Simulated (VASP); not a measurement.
Crystal: NaCl.

```
Na Cl
1.0
     3.50648    0.00000    0.00000
     0.00000    3.50648    0.00000
     0.00000    0.00000    3.50648
Na Cl
1 1
Direct
  0.00000 0.00000 0.00000
  0.50000 0.50000 0.50000
```

```yaml
Program: VASP 6.6.1
Task: relaxation of cell and atoms
Functional: LDA
Potentials_or_basis: VASP PAW LDA potentials, release 64 (Na_pv, Cl)
Cutoff: 600 eV
k_mesh: 6 × 6 × 6
Occupations: fermi-dirac, width 0.02 eV
Spin: no spin polarisation
```

At the start: pressure -3.2 GPa; volume 21.56 Å³/atom.

Where does the relaxation end?

Over 16 steps the energy falls by 26.8 meV/atom and the volume is 19.14 Å³/atom (-11.2 %); space group Pm-3m (No. 221, to 0.05 Å).

Step by step:
| step | energy change (eV) | largest force (eV/Å) | pressure (GPa) | volume (Å³) |
| --- | --- | --- | --- | --- |
| 1 | 0.0000 | 0.0000 | -3.16 | 43.11 |
| 2 | -0.0405 | 0.0000 | -1.87 | 40.52 |
| 3 | -0.0496 | 0.0000 | 1.00 | 37.08 |
| 4 | -0.0537 | 0.0000 | 0.10 | 38.19 |
| 5 | -0.0537 | 0.0000 | -0.07 | 38.31 |
| 6 | -0.0537 | 0.0000 | -0.06 | 38.30 |
| 7 | -0.0537 | 0.0000 | -0.07 | 38.30 |
| 8 | -0.0537 | 0.0000 | -0.04 | 38.30 |
| 9 | -0.0537 | 0.0000 | -0.05 | 38.30 |
| 10 | -0.0537 | 0.0000 | -0.05 | 38.30 |
| 11 | -0.0537 | 0.0000 | -0.05 | 38.30 |
| 12 | -0.0537 | 0.0000 | -0.05 | 38.30 |
| 13 | -0.0537 | 0.0000 | -0.05 | 38.30 |
| 14 | -0.0537 | 0.0000 | -0.06 | 38.30 |
| 15 | -0.0537 | 0.0000 | -0.07 | 38.30 |
| 16 | -0.0537 | 0.0000 | -0.02 | 38.29 |

Final structure:
```yaml
crystal:
  lattice:
    - [3.37047, 0.00000, 0.00000]
    - [0.00000, 3.37047, 0.00000]
    - [0.00000, 0.00000, 3.37047]
  atoms:
    - { symbol: Na, position: [0.00000, 0.00000, 0.00000] }
    - { symbol: Cl, position: [0.50000, 0.50000, 0.50000] }
```
